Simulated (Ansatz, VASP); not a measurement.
## Si2Mo: VASP beside Ansatz

```
CELL_PARAMETERS angstrom
4.55081 0.00000 0.00000
-2.27541 3.94112 0.00000
0.00000 0.00000 6.53177
ATOMIC_POSITIONS crystal
Si 0.16423 0.83577 0.83333
Si 0.32845 0.16423 0.16667
Si 0.83577 0.67155 0.50000
Si 0.83577 0.16423 0.83333
Si 0.67155 0.83577 0.16667
Si 0.16423 0.32845 0.50000
Mo 0.50000 0.00000 0.50000
Mo 0.00000 0.50000 0.16667
Mo 0.50000 0.50000 0.83333
```

Alike in both runs: functional LDA; k mesh 9 × 9 × 6; occupations gaussian, width 0.01 eV; no spin polarisation.

Ansatz relaxed the structure, and its values are those at the end. VASP's run is a single point on that final structure, the one shown.

|  | VASP | Ansatz |
| --- | --- | --- |
| version | VASP 6.6.1 | Ansatz 0.2.0 |
| potentials or method | VASP PAW LDA potentials, release 64 (Si, Mo_sv), cutoff 520 eV | scalar-relativistic, plane waves, PAW |
| valence electrons in the cell | 66 | 66 |

VASP gave:

- gap on the k mesh at the Fermi level (eV): 0.15
- least direct gap on the mesh (eV): 0.58
- pressure (GPa): 0.6

Q: What did Ansatz give for the same quantities?

A: gap on the k mesh at the Fermi level (eV): 0.15; least direct gap on the mesh (eV): 0.58; pressure (GPa): 0.0.

Ansatz warns that its potentials were made for another functional, while VASP's fit it. LDA's correlation is that of Perdew and Zunger in VASP and of Perdew and Wang (1992) in Ansatz.
